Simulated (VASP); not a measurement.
Runs of VASP 6.6.1 on Be2Ir. The structure is that of space group P6/mmm (No. 191), or close to it. The cells are those of the table. 

```csv
task,cell,k mesh,cutoff (eV),gap on the mesh (eV),pressure (GPa),relaxed volume (Å³/atom)
single point,"a = 3.614, b = 3.614, c = 2.671 Å, angles 90.0, 90.0, 120.0°, 3 atoms",6 × 6 × 6,520,none,(a),-
relaxation of cell and atoms,"relaxed from a = 3.614, b = 3.614, c = 2.671 Å, angles 90.0, 90.0, 120.0°, 3 atoms",12 × 12 × 18,600,none,0.0,10.11
relaxation of cell and atoms,"relaxed from a = 3.060, b = 3.060, c = 3.304 Å, angles 90.0, 90.0, 120.0°, 3 atoms",6 × 6 × 6,600,none,0.3,(b)
single point,"a = 3.621, b = 3.621, c = 2.666 Å, angles 90.0, 90.0, 120.0°, 3 atoms",12 × 12 × 18,520,none,0.2,-
single point,"a = 3.060, b = 3.060, c = 3.304 Å, angles 90.0, 90.0, 120.0°, 3 atoms",6 × 6 × 6,520,none,31.2,-
```

Alike in all rows: level PBE; potentials or basis VASP PAW PBE potentials, release 64 (Be, Ir); no spin polarisation; smearing gaussian 0.1 eV.

**Question.** Estimate the missing entries.

**Answer.** (a) 0.4; (b) 10.08.

Caveats: some runs use coarse meshes; spin-orbit coupling is left out, which moves the levels of the heavy elements; a cell axis changed by over 15 % at a fixed basis, so the end point is rough (at least some runs).

A k mesh can miss the band edges, and the runs leave out spin-orbit coupling on Ir.

A gap of «none» marks levels without a gap at the run's occupations.
